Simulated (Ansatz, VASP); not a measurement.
# One calculation of CS2, two programs

File INCAR:

```
  PREC = Accurate
  ENCUT = 520
  EDIFF = 1E-6
  ISMEAR = -1
  SIGMA = 0.05
  LREAL = F
  LASPH = T
  NELM = 60
  ALGO = Normal
  ISIF = 2
  LWAVE = F
  LCHARG = F
  GGA = PS
  NBANDS = 25
```

File KPOINTS:

```
regular mesh
0
Gamma
  6 6 3
```

Contents of POSCAR:

```
CS2
1.0
    3.6457880000     -2.9943140000      0.0000000000
    3.6457880000      2.9943140000      0.0000000000
    0.0000000000      0.0000000000      9.8512570000
S C
4 2
Direct
    0.1815210000      0.8184790000      0.8868670000
    0.3184790000      0.6815210000      0.3868670000
    0.6815210000      0.3184790000      0.6131330000
    0.8184790000      0.1815210000      0.1131330000
    0.5000000000      0.5000000000      0.5000000000
    0.0000000000      0.0000000000      0.0000000000
```

input.yaml

```yaml
crystal:
  lattice:
    - [3.645788, -2.994314, 0.0]
    - [3.645788, 2.994314, 0.0]
    - [0.0, 0.0, 9.851257]
  atoms:
    - { symbol: S, position: [0.181521, 0.818479, 0.886867] }
    - { symbol: S, position: [0.318479, 0.681521, 0.386867] }
    - { symbol: S, position: [0.681521, 0.318479, 0.613133] }
    - { symbol: S, position: [0.818479, 0.181521, 0.113133] }
    - { symbol: C, position: [0.5, 0.5, 0.5] }
    - { symbol: C, position: [0.0, 0.0, 0.0] }
kpoints:
  mp_grid: { grid: [6, 6, 3] }
  band_path:
    path:
      - [0.0, 0.0, 0.0]
      - [0.4186366119, -0.4186366119, 0.0]
      - [0.0, -0.5, 0.0]
      - [0.0, -0.5, -0.5]
      - [0.4186366119, -0.4186366119, -0.5]
      - [0.0, 0.0, -0.5]
      - [0.0, 0.0, 0.0]
      - [-0.5, -0.5, 0.0]
    npoints: 8
scf:
  occupations: { method: fermi_dirac, width: 0.05 }
hamiltonian:
  xc: pbesol
  pseudopotentials: { kind: all_electron, lapw: { basis_error: 0.002 } }
output:
  forces: true
  stress: true
  eigenvalues: true
```

Alike in both runs: functional PBEsol; k mesh 6 × 6 × 3; occupations fermi-dirac, width 0.05 eV; no spin polarisation.

|  | VASP | Ansatz |
| --- | --- | --- |
| version | VASP 6.6.1 | Ansatz 0.2.0 |
| potentials or method | VASP PAW PBE potentials, release 64 (S, C), cutoff 520 eV | all-electron LAPW, scalar-relativistic |
| task | single point | band structure |

```csv
,VASP,Ansatz,Ansatz less VASP
gap on the k mesh at the Fermi level (eV),3.43,3.41,-0.021
least direct gap on the mesh (eV),3.43,3.41,-0.021
pressure (GPa),-0.4,-0.1,+0.32
"traceless stress, the component that is largest in VASP (GPa)",0.21,-0.07,-0.287
rms of the force components (eV/Å),0.063,0.023,-0.0407
```

VASP's potentials were made for PBE, not for PBEsol. Atom by atom the forces differ by 0.086 eV/Å (rms over components). Ansatz ran all-electron here, and VASP with PAW potentials.
